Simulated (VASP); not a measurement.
Runs of VASP 6.6.1 on Re. The structure is that of space group P6/mmm (No. 191), or close to it. The cells are those of the table. 

| potentials or basis | cell | k mesh | cutoff (eV) | second run | gap on the mesh (eV) | largest force (eV/Å) |
| --- | --- | --- | --- | --- | --- | --- |
| VASP PAW PBE potentials, release 64 (Re) | a = 2.744, b = 2.744, c = 27.206 Å, angles 90.0, 90.0, 120.0°, 2 atoms | 24 × 24 × 1 | 520 | - | none | 0.62 |
| VASP PAW PBE potentials, release 64 (Re) | a = 3.111, b = 3.111, c = 16.000 Å, angles 90.0, 90.0, 120.0°, 2 atoms | 6 × 6 × 1 | 520 | - | none | (a) |
| VASP PAW PBE potentials, release 64 (Re) | a = 2.744, b = 2.744, c = 27.206 Å, angles 90.0, 90.0, 120.0°, 2 atoms | 6 × 6 × 1 | 520 | - | none | 0.48 |
| VASP PAW PBE potentials, release 64 (Re) | a = 2.745, b = 2.745, c = 28.330 Å, angles 90.0, 90.0, 120.0°, 2 atoms | 24 × 24 × 1 | 520 | - | none | (b) |
| VASP PAW PBE potentials, release 64 (Re_sv_GW) | a = 2.744, b = 2.744, c = 27.206 Å, angles 90.0, 90.0, 120.0°, 2 atoms | 6 × 6 × 1 | 410 | valence_matched | none | 0.04 |

Alike in all rows: task single point; level PBE; no spin polarisation; smearing gaussian 0.1 eV.

**Question.** Estimate the missing entries.

**Answer.** (a) 24.17; (b) 0.51.

Caveats: some runs use coarse meshes; spin-orbit coupling is left out, which moves the levels of the heavy elements.

A k mesh can miss the band edges, and the runs leave out spin-orbit coupling on Re.

A gap of «none» marks levels without a gap at the run's occupations.

The runs don't all hold the same shells in valence.
